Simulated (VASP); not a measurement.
Wanted: the native input for a VASP 6.6.1 run.

| Item | Value |
| --- | --- |
| Task | relaxation of cell and atoms |
| Functional | PBE |
| Potentials or basis | VASP PAW PBE potentials, release 64 (Ta_pv, H) |
| Cutoff | 500 eV |
| k mesh | 4 × 4 × 4 |
| Occupations | gaussian, width 0.15 eV |
| Spin | no spin polarisation |
| Dipole correction | no |
| Further INCAR settings | ALGO = Normal; EDIFF = 1e-07; IBRION = 2; EDIFFG = -0.08; NSW = 36; ISIF = 3 |

The structure of TaH4 lies in POSCAR:

```
TaH4
1.0
    1.8769462700      1.0836554300      4.1684059900
   -1.8769462700      1.0836554300      4.1684059900
    0.0000000000     -2.1673108700      4.1684059900
Ta H
1 4
Direct
    0.0000000000      0.0000000000      0.0000000000
    0.1587521800      0.1587521800      0.1587521800
    0.8412478200      0.8412478200      0.8412478200
    0.6477109800      0.6477109800      0.6477109800
    0.3522890200      0.3522890200      0.3522890200
```

The cell was built from a structure type or drawn by symmetry, and may not be a known phase.

The input as run:

INCAR

```
ALGO = Normal
EDIFF = 1E-7
EDIFFG = -0.08
ENCUT = 500
GGA = PE
GGA_COMPAT = F
IBRION = 2
ISIF = 3
ISMEAR = 0
LASPH = T
LCHARG = F
LREAL = F
LWAVE = F
NELM = 120
NELMIN = 4
NSW = 36
PREC = Accurate
SIGMA = 0.15
```

KPOINTS

```
k-points
0
Gamma
  4 4 4
```

Potentials or basis: VASP PAW PBE potentials, release 64 (Ta_pv, H).

The run is started by

```sh
$ cat potpaw_PBE.64/Ta_pv/POTCAR potpaw_PBE.64/H/POTCAR > POTCAR
$ mpirun -np 1 vasp_std > vasp.out
```

It gave:

```json
{"Relaxed volume": "6.25 Å³/atom", "Relaxed cell": "a = 4.032 Å, b = 4.032 Å, c = 4.032 Å, α = 46.27°, β = 46.27°, γ = 46.27°", "Space group after relaxing (to 0.1 Å)": "R-3m (No. 166)", "Energy gained by relaxing": "398.0 meV/atom", "Ionic steps": "16", "Pressure after relaxing": "-0.5 GPa", "Largest force after relaxing": "0.070 eV/Å", "Band gap on the k mesh": "zero (an odd number of electrons rules out a gap without spin polarisation)"}
```

Caveat: the k points lie up to 0.59 Å⁻¹ apart in the final cell, too coarse for converged energies and pressures of a metal; the volume moved by over 15 % at a fixed basis, so the end points are rough; spin-orbit coupling is left out, which moves the levels of the heavy elements; the relaxation stopped at a loose force limit of 0.08 eV/Å, so its end isn't a converged minimum.

Run time: 5.1 min on 1 thread of Intel Xeon 8259CL (shared host), peak memory 0.22 GiB.
